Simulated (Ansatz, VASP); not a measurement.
# Ga3As2P: VASP beside Ansatz

```xyz
6
Lattice="3.8749 0.0000 0.0000 -1.9375 3.3558 0.0000 0.0000 0.0000 9.4915" Properties=species:S:1:pos:R:3 pbc="T T T"
Ga    0.0000    0.0000    0.0000
Ga    0.0000    2.2372    6.3277
Ga    1.9375    1.1186    3.1638
P     0.0000    2.2372    8.7006
As    1.9375    1.1186    5.5367
As    0.0000    0.0000    2.3729
```

Alike in both runs: task relaxation of cell and atoms; functional PBE; k mesh 6 × 6 × 2; occupations gaussian, width 0.1 eV; no spin polarisation.

|  | VASP | Ansatz |
| --- | --- | --- |
| version | VASP 6.6.1 | Ansatz 0.2.0 |
| potentials or method | VASP PAW PBE potentials, release 64 (Ga_d, P, As), cutoff 600 eV | scalar-relativistic, plane waves, PAW |
| valence electrons in the cell | 54 | 74 |

|  | VASP | Ansatz | Ansatz less VASP |
| --- | --- | --- | --- |
| gap on the k mesh at the Fermi level, each at its own relaxed structure (eV) | 0.50 | 0.53 | +0.031 |
| relaxed volume (Å³/atom) | 22.79 | 22.70 | -0.087 |
| relaxed cell length with the largest relative difference (Å) | 9.814 | 9.799 | -0.0150 |

VASP's potentials hold 54 valence electrons a cell and Ansatz's 74, so a difference there can come from the potentials and not from the codes.
